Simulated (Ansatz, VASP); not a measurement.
HfO2 in VASP and in Ansatz

```xyz
12
Lattice="5.2195 0.0000 0.0000 0.0000 5.0048 0.0000 0.0000 0.0000 5.0327" Properties=species:S:1:pos:R:3 pbc="T T T"
Hf    5.0472    3.6661    3.7314
Hf    2.7820    3.6661    1.2151
Hf    2.4375    1.3387    3.7314
Hf    0.1723    1.3387    1.2151
O     3.2994    4.6477    4.4251
O     4.5298    4.6477    1.9087
O     1.2211    2.7020    2.4776
O     1.3886    2.7020    4.9939
O     3.9984    2.3028    4.9939
O     3.8308    2.3028    2.4776
O     0.6896    0.3571    4.4251
O     1.9201    0.3571    1.9087
```

Alike in both runs: task single point; functional PBE; k mesh 5 × 6 × 5; occupations fermi-dirac, width 0.05 eV; no spin polarisation.

```csv
,VASP,Ansatz
version,VASP 6.6.1,Ansatz 0.2.0
potentials or method,"VASP PAW PBE potentials, release 64 (Hf_pv, O)",Ansatz PAW
plane-wave cutoff (eV),520,420
valence electrons in the cell,88,152
```

Ansatz gave:

```
gap on the k mesh at the Fermi level (eV)                     : 4.48
least direct gap on the mesh (eV)                             : 4.68
pressure (GPa)                                                : 9.8
traceless stress, the component that is largest in VASP (GPa) : 0.17
rms of the force components (eV/Å)                            : 0.055
```

**Question.** What did VASP give for the same quantities?

**Answer.** gap on the k mesh at the Fermi level (eV): 4.44; least direct gap on the mesh (eV): 4.65; pressure (GPa): 6.3; traceless stress, the component that is largest in VASP (GPa): 0.18; rms of the force components (eV/Å): 0.031.

Atom by atom the forces differ by 0.029 eV/Å (rms over components). With one functional, cell and mesh, what is left measures potentials, basis and numerics. VASP's potentials hold 88 valence electrons a cell and Ansatz's 152, so a difference there can come from the potentials and not from the codes.

Neither program's run includes spin-orbit coupling. Noted on Ansatz's run: odd divisions of the mesh miss points on the zone boundary, where band edges often lie, so the gap on the mesh can be too wide.
